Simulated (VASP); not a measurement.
F, 4 atoms in the cell. It takes space group C2/c (No. 15, monoclinic). The conventional cell has a = 6.293 Å, b = 3.787 Å, c = 7.132 Å, α = 90.00°, β = 98.23°, γ = 90.00°. F (site symmetry 1) has 1 F at 1.45 Å within 1.9 Å.  This cell differs from its parent crystal: volume scaled by 1.08.

```yaml
Program: VASP 6.6.1
Task: single point
Functional: PBE
Potentials_or_basis: VASP PAW PBE potentials, release 64 (F)
Cutoff: 520 eV
k_mesh: 9 × 9 × 4
Occupations: fermi-dirac, width 0.05 eV
Spin: no spin polarisation
Dipole_correction: no
Further_INCAR_settings: ALGO = Normal; EDIFF = 1e-06; NBANDS = 22
```

Potentials or basis: VASP PAW PBE potentials, release 64 (F).

Launch:

```console
$ cat potpaw_PBE.64/F/POTCAR > POTCAR
$ mpirun -np 1 vasp_std > vasp.out
```

Hardware: 1 thread of Intel Xeon 6975P-C, on a shared host.

How long does it take, and how much memory?

It took 2.3 min on 1 thread of Intel Xeon 6975P-C, on a shared host, peak memory 0.26 GiB. Counts: scf iterations 12, k points 95.
